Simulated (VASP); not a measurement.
# PbI2 (P-3m1) in VASP: further runs

Aim: see how the results for PbI2 move with the level of theory and the settings. Levels: PBE, PBEsol. Tasks: single point.

All numbers are computed with VASP 6.6.1; they aren't measurements. Logs are shortened: lines on timing, memory, paths and dates and some standing lists are left out, and cuts for length are marked.

## 1. The cell of the first run

It takes space group P-3m1 (No. 164, trigonal). Conventional cell: a = 4.555 Å, b = 4.555 Å, c = 6.977 Å, α = 90.00°, β = 90.00°, γ = 120.00°. Pb (site symmetry -3m) has 6 I at 3.21 Å within 4.2 Å. Within 4.2 Å of I (site symmetry 3m) lie 3 Pb at 3.21 Å.

## 2. Single point, PBE

File INCAR:

```
SYSTEM = PbI2
  PREC = Accurate
  ENCUT = 500
  EDIFF = 1E-6
  ISMEAR = 0
  SIGMA = 0.1
  LREAL = .FALSE.
  LASPH = .TRUE.
  NELM = 120
  ALGO = Normal
  ISIF = 2
  LWAVE = .FALSE.
  LCHARG = .FALSE.
  GGA = PE
  NBANDS = 21
  GGA_COMPAT = .FALSE.
```

File KPOINTS:

```
Automatic mesh
0
G
  6 6 2
  0 0 0
```

File POSCAR:

```
PbI2
1.0
    4.5550018558      0.0000000000      0.0000000000
   -2.2775009279      3.9447473214      0.0000000000
    0.0000000000      0.0000000000      6.9770000000
Pb I
1 2
Direct
    0.7350000000      0.0950000000      0.2200000000
    1.0683333333      0.7616666667      0.4850000000
    1.4016666667      0.4283333333      0.9550000000
```

Potentials or basis: VASP PAW PBE potentials, release 64 (Pb_d, I).

Launch:

```console
$ cat potpaw_PBE.64/Pb_d/POTCAR potpaw_PBE.64/I/POTCAR > POTCAR
$ mpirun -np 1 vasp_std > vasp.out
```

OUTCAR:

```text
SYSTEM = PbI2
   PREC = Accurate
   ENCUT = 500
   EDIFF = 1E-6
   ISMEAR = 0
   LREAL = .FALSE.
   LASPH = .TRUE.
   NELM = 120
   ISIF = 2
   GGA = PE

 ion  position               nearest neighbor table
   1  0.735  0.095  0.220-   2 3.21   3 3.21   3 3.21   2 3.21   2 3.21   3 3.21
   2  0.068  0.762  0.485-   1 3.21   1 3.21   1 3.21
   3  0.402  0.428  0.955-   1 3.21   1 3.21   1 3.21

  LATTYP: Found a hexagonal cell.
 ALAT       =     4.5550018558
 C/A-ratio  =     1.5317227568

  Lattice vectors:

 A1 = (   4.5550018558,   0.0000000000,   0.0000000000)
 A2 = (  -2.2775009279,   3.9447473214,   0.0000000000)
 A3 = (   0.0000000000,   0.0000000000,   6.9770000000)

Analysis of symmetry for initial positions (statically):
=====================================================================
 Subroutine PRICEL returns:
 Original cell was already a primitive cell.

 Routine SETGRP: Setting up the symmetry group for a
 hexagonal supercell.

 Subroutine GETGRP returns: Found 12 space group operations
 (whereof  1 operations were pure point group operations)
 out of a pool of 24 trial point group operations.

The static configuration has the point symmetry C_1 .
 The point group associated with its full space group is D_3d.

Analysis of symmetry for dynamics (positions and initial velocities):
=====================================================================
 Subroutine PRICEL returns:
 Original cell was already a primitive cell.

 Routine SETGRP: Setting up the symmetry group for a
 hexagonal supercell.

 Subroutine GETGRP returns: Found 12 space group operations
 (whereof  1 operations were pure point group operations)
 out of a pool of 24 trial point group operations.

The dynamic configuration has the point symmetry C_1 .
 The point group associated with its full space group is D_3d.

 Subroutine INISYM returns: Found 12 space group operations
 (whereof  1 operations are pure point group operations),
 and found     1 'primitive' translations

----------------------------------------------------------------------------------------

                                     Primitive cell

  volume of cell :     125.3650

  direct lattice vectors                    reciprocal lattice vectors
     4.555001856  0.000000000  0.000000000     0.219538879  0.126750831  0.000000000
    -2.277500928  3.944747321  0.000000000     0.000000000  0.253501661  0.000000000
     0.000000000  0.000000000  6.977000000     0.000000000  0.000000000  0.143328078

  length of vectors
     4.555001856  4.555001856  6.977000000     0.253501661  0.253501661  0.143328078

  position of ions in fractional coordinates (direct lattice)
     0.735000000  0.095000000  0.220000000
     0.068333333  0.761666667  0.485000000
     0.401666667  0.428333333  0.955000000

  ion indices of the primitive-cell ions
   primitive index   ion index
                 1           1
                 2           2
                 3           3

----------------------------------------------------------------------------------------

 KPOINTS: Automatic mesh

Automatic generation of k-mesh.
 Grid dimensions read from file:
 generate k-points for:    6    6    2

 Generating k-lattice:

  Cartesian coordinates                     Fractional coordinates (reciprocal lattice)
     0.036589813  0.021125138  0.000000000     0.166666667 -0.000000000  0.000000000
     0.000000000  0.042250277  0.000000000     0.000000000  0.166666667  0.000000000
     0.000000000  0.000000000  0.071664039     0.000000000  0.000000000  0.500000000

  Length of vectors
     0.042250277  0.042250277  0.071664039

  Shift w.r.t. Gamma in fractional coordinates (k-lattice)
     0.000000000  0.000000000  0.000000000

 Subroutine IBZKPT returns following result:
 ===========================================

 Found     14 irreducible k-points:

 Following reciprocal coordinates:
            Coordinates               Weight
  0.000000  0.000000  0.000000      1.000000
  0.166667  0.000000  0.000000      6.000000
  0.333333  0.000000  0.000000      6.000000
  0.500000 -0.000000  0.000000      3.000000
  0.166667  0.166667  0.000000      6.000000
  0.333333  0.166667  0.000000     12.000000
  0.333333  0.333333  0.000000      2.000000
  0.000000  0.000000  0.500000      1.000000
  0.166667  0.000000  0.500000      6.000000
  0.333333  0.000000  0.500000      6.000000
  0.500000 -0.000000  0.500000      3.000000
  0.166667  0.166667  0.500000      6.000000
  0.333333  0.166667  0.500000     12.000000
  0.333333  0.333333  0.500000      2.000000
   k-points           NKPTS =     14   k-points in BZ     NKDIM =     14   number of bands    NBANDS=     21
   number of dos      NEDOS =    301   number of ions     NIONS =      3
   total plane-waves  NPLWV =  69984
   dimension x,y,z NGX =    36 NGY =   36 NGZ =   54
   dimension x,y,z NGXF=    72 NGYF=   72 NGZF=  108
   ions per type =               1   2
   NGX,Y,Z   is equivalent  to a cutoff of  13.14, 13.14, 12.87 a.u.
   NGXF,Y,Z  is equivalent  to a cutoff of  26.28, 26.28, 25.73 a.u.
 SYSTEM =  PbI2
   PREC   = accura    normal or accurate (medium, high low for compatibility)
   ISTART =      0    job   : 0-new  1-cont  2-samecut
   ICHARG =      2    charge: 1-file 2-atom 10-const
   ISPIN  =      1    spin polarized calculation?
   LNONCOLLINEAR =      F non collinear calculations
   LSORBIT =      F    spin-orbit coupling
   LASPH  =      T    aspherical Exc in radial PAW
   ENCUT  =  500.0 eV  36.75 Ry    6.06 a.u.   8.30  8.30 12.72*2*pi/ulx,y,z
   NELM   =    120;   NELMIN=  2; NELMDL= -5     # of ELM steps
   EDIFF  = 0.1E-05   stopping-criterion for ELM
   LREAL  =      F    real-space projection
   EDIFFG = 0.1E-04   stopping-criterion for IOM
   NSW    =      0    number of steps for IOM
   IBRION =     -1    ionic relax: 0-MD 1-quasi-New 2-CG
   NFREE  =      0    steps in history (QN), initial steepest desc. (CG)
   ISIF   =      2    stress and relaxation
   ISYM   =      2    0-nonsym 1-usesym 2-fastsym
   POTIM  = 0.5000    time-step for ionic-motion
   TEBEG  =    0.0;   TEEND  =   0.0 temperature during run
   PSTRESS=    0.0 pullay stress
   NELECT =      28.0000    total number of electrons
   NUPDOWN=      -1.0000    fix difference up-down
   EMIN   =  10.00;   EMAX   =-10.00  energy-range for DOS
   EFERMI =   0.00;   METHOD = LEGACY
   ISMEAR =     0;   SIGMA  =   0.10  broadening in eV -4-tet -1-fermi 0-gaus
   EFERMI_NEDOS =   21; number of points for ismear=-14 and -15
   IALGO  =     38    algorithm
   IMIX   =      4    mixing-type and parameters
     AMIX     =   0.40;   BMIX     =  1.00
     AMIX_MAG =   1.60;   BMIX_MAG =  1.00
  volume/ion in A,a.u.               =      41.79       282.00
  Fermi-wavevector in a.u.,A,eV,Ry     =   0.993273  1.877014 13.423392  0.986591
  Thomas-Fermi vector in A             =   2.125143
   LORBIT       =      0    0 simple, 1 ext, 2 COOP (PROOUT), +10 PAW based schemes
   GGA     = PE    functional components
   LHFCALC =     F    Hartree Fock is set to
   AEXX    =    0.0000 exact exchange contribution
   IVDW    =     0    specifies the selected vdW correction
   LEPSILON=     F    determine dielectric tensor
   LRPA    =     F    only Hartree local field effects (RPA)
 non-spin polarized calculation
 Gauss-broadening in eV      SIGMA  =   0.10
  energy-cutoff  :      500.00
  volume of cell :      125.37
 maximum number of plane-waves:      3199
 NGX is ok and might be reduce to    36
   NGX = 17   NGY = 17   NGZ = 25

 number of electron      28.0000002 magnetization

 Free energy of the ion-electron system (eV)
  ---------------------------------------------------
  ext. energy  EPLUGINS =         0.00000000
  ---------------------------------------------------
  free energy    TOTEN  =        -8.54935206 eV

  energy without entropy =       -8.54935206  energy(sigma->0) =       -8.54935206

 E-fermi :   3.1576     XC(G=0):  -8.1288

 val. band max:        2.6829544559   @ k =   0.0000   0.0000   0.5000
 cond. band min:       4.8980969301   @ k =   0.0000   0.0000   0.5000
 fundamental gap:      2.2151424742
 Fermi energy:         3.1575904477

 k-point     1 :       0.0000    0.0000    0.0000
  band No.  band energies     occupation
      1     -13.4335      2.00000
      2     -13.4335      2.00000
      3     -13.4197      2.00000
      4     -13.4111      2.00000
      5     -13.4111      2.00000
      6      -9.5433      2.00000
[... 13 lines left out ...]
     20      10.5488      0.00000
     21      10.5722      0.00000

 k-point     2 :       0.1667    0.0000    0.0000
  band No.  band energies     occupation
      1     -13.4437      2.00000
      2     -13.4305      2.00000
      3     -13.4170      2.00000
      4     -13.4124      2.00000
      5     -13.4093      2.00000
      6      -9.4185      2.00000
[... 13 lines left out ...]
     20      10.0963      0.00000
     21      10.6597      0.00000

 k-point     3 :       0.3333    0.0000    0.0000
  band No.  band energies     occupation
      1     -13.4653      2.00000
      2     -13.4276      2.00000
      3     -13.4183      2.00000
      4     -13.4072      2.00000
      5     -13.4027      2.00000
      6      -9.1117      2.00000
[... 13 lines left out ...]
     20      10.9582      0.00000
     21      11.4400      0.00000
[... 217 lines left out ...]
 k-point    13 :       0.3333    0.1667    0.5000
  band No.  band energies     occupation
      1     -13.4677      2.00000
      2     -13.4352      2.00000
      3     -13.4157      2.00000
      4     -13.4064      2.00000
      5     -13.4007      2.00000
      6      -8.8269      2.00000
[... 13 lines left out ...]
     20      10.7886      0.00000
     21      10.9315      0.00000

 k-point    14 :       0.3333    0.3333    0.5000
  band No.  band energies     occupation
      1     -13.4536      2.00000
      2     -13.4536      2.00000
      3     -13.4074      2.00000
      4     -13.4074      2.00000
      5     -13.4061      2.00000
      6      -8.7119      2.00000
[... 13 lines left out ...]
     20      10.3833      0.00000
     21      10.7895      0.00000

------------------------ aborting loop because EDIFF is reached ----------------------------------------

  FORCE on cell =-STRESS in cart. coord.  units (eV):
  Direction    XX          YY          ZZ          XY          YZ          ZX
  --------------------------------------------------------------------------------------
  -------------------------------------------------------------------------------------
  Total        1.4082885      1.4082885      1.4729803     -0.0000000     -0.0000000      0.0000000
  in kB       17.9980625     17.9980625     18.8248298     -0.0000000     -0.0000000      0.0000000
  external PRESSURE =      18.2736516 kB  Pullay stress =       0.0000000 kB

 VOLUME and BASIS-vectors are now :
 -----------------------------------------------------------------------------
  energy-cutoff  :      500.00
  volume of cell :      125.37
      direct lattice vectors                 reciprocal lattice vectors
     4.555001856  0.000000000  0.000000000     0.219538879  0.126750831  0.000000000
    -2.277500928  3.944747321  0.000000000     0.000000000  0.253501661  0.000000000
     0.000000000  0.000000000  6.977000000     0.000000000  0.000000000  0.143328078

 POSITION                                       TOTAL-FORCE (eV/Angst)
 -----------------------------------------------------------------------------------
      3.13156      0.37475      1.53494        -0.000000      0.000000      0.000000
     -1.42344      3.00458      3.38384         0.000000      0.000000      0.170986
      0.85406      1.68967      6.66303         0.000000     -0.000000     -0.170986
 -----------------------------------------------------------------------------------
    total drift:                               -0.000000     -0.000022     -0.000004

  FREE ENERGIE OF THE ION-ELECTRON SYSTEM (eV)
  ---------------------------------------------------
  free  energy   TOTEN  =        -8.5493520558 eV

  energy  without entropy=       -8.5493520558  energy(sigma->0) =       -8.54935206
```

Run time: 59 s. Hardware: 1 thread of Intel Xeon Platinum 8259CL at 2.50GHz (Skylake/Cascade Lake), shared host; peak memory 0.23 GiB.

What came out:

- Free energy: -8.5494 eV
- Pressure: 1.8 GPa
- Largest force: 0.171 eV/Å
- Band gap on the k mesh: 2.22 eV, direct

Forces in eV/Å, atoms in the order of the input:
```
Pb   0.000  0.000  0.000
I    0.000  0.000  0.171
I    0.000  0.000 -0.171
```

Levels at points of the mesh, in eV from the valence-band top:
```tsv
k point	band 10	band 11	band 12	band 13	band 14	band 15	band 16	band 17	band 18	band 19
(0.00, 0.00, 0.00)	-1.03	-1.03	-0.94	-0.94	-0.71	2.46	3.35	3.35	6.41	7.47
(0.50, 0.00, 0.00)	-2.40	-2.10	-1.57	-0.78	-0.38	2.87	3.70	4.75	5.07	8.04
(0.00, 0.00, 0.50)	-1.16	-1.16	-0.76	-0.76	0.00	2.22	3.17	3.17	6.41	7.31
(0.50, 0.00, 0.50)	-1.89	-1.73	-1.35	-1.14	-0.66	3.24	3.74	4.16	5.79	7.59
```

Caveat: the k points lie up to 0.45 Å⁻¹ apart; spin-orbit coupling is left out, which moves the levels of the heavy elements; this functional lacks dispersion, which binds the layers, so the pressure and a relaxed spacing across them are unreliable. PBE gaps usually lie below the measured ones, often by a third to a half.

(Continued in part 2 of 2.)
